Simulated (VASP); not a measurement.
Write the native input for VASP 6.6.1 that does the following.

* Task: single point
* Functional: PBE
* Potentials or basis: VASP PAW PBE potentials, release 64 (Al, In_d, As)
* Cutoff: 520 eV
* k mesh: 2 × 2 × 2
* Occupations: gaussian, width 0.1 eV
* Spin: no spin polarisation
* Dipole correction: no
* Further INCAR settings: ALGO = Normal; EDIFF = 1e-07; NBANDS = 31

The structure of Al3InAs4 lies in POSCAR:

```
Al3InAs4
1.0
    5.8354873000      0.0000000000      0.0000000000
    0.0000000000      5.8354873000      0.0000000000
    0.0000000000      0.0000000000      5.8354873000
Al In As
3 1 4
Direct
    0.5000000000      0.0000000000      0.0000000000
    0.0000000000      0.0000000000      0.5000000000
    0.0000000000      0.5000000000      0.0000000000
    0.5000000000      0.5000000000      0.5000000000
    0.7606310000      0.2393690000      0.7606310000
    0.7606310000      0.7606310000      0.2393690000
    0.2393690000      0.2393690000      0.2393690000
    0.2393690000      0.7606310000      0.7606310000
```

These files were run (other wordings do the same):

INCAR

```
PREC     = Accurate       # precision mode
ENCUT    = 520            # plane-wave cutoff, eV
EDIFF    = 1E-7           # SCF threshold, eV
ISMEAR   = 0              # smearing method
SIGMA    = 0.1            # smearing width, eV
LREAL    = False          # projectors in reciprocal space
LASPH    = True           # aspherical terms in the spheres
NELM     = 80             # most SCF steps
ALGO     = Normal         # electronic algorithm
ISIF     = 2              # what is computed and relaxed
LWAVE    = False          # write WAVECAR
LCHARG   = False          # write CHGCAR
GGA      = PE             # functional
NBANDS   = 31             # bands
```

KPOINTS

```
regular mesh
0
Gamma
  2 2 2
```

Potentials or basis: VASP PAW PBE potentials, release 64 (Al, In_d, As).

Command:

```sh
$ cat potpaw_PBE.64/Al/POTCAR potpaw_PBE.64/In_d/POTCAR potpaw_PBE.64/As/POTCAR > POTCAR
$ mpirun -np 1 vasp_std > vasp.out
```

It gave:

```json
{
  "Pressure": "0.2 GPa",
  "Largest force": "0.052 eV/Å",
  "Band gap on the k mesh": "1.15 eV, direct"
}
```

Caveat: the k points lie up to 0.54 Å⁻¹ apart; spin-orbit coupling is left out, which moves the levels of the heavy elements.

It took 41 s on 1 thread of Intel Xeon 6975P-C, on a shared host, peak memory 0.33 GiB.
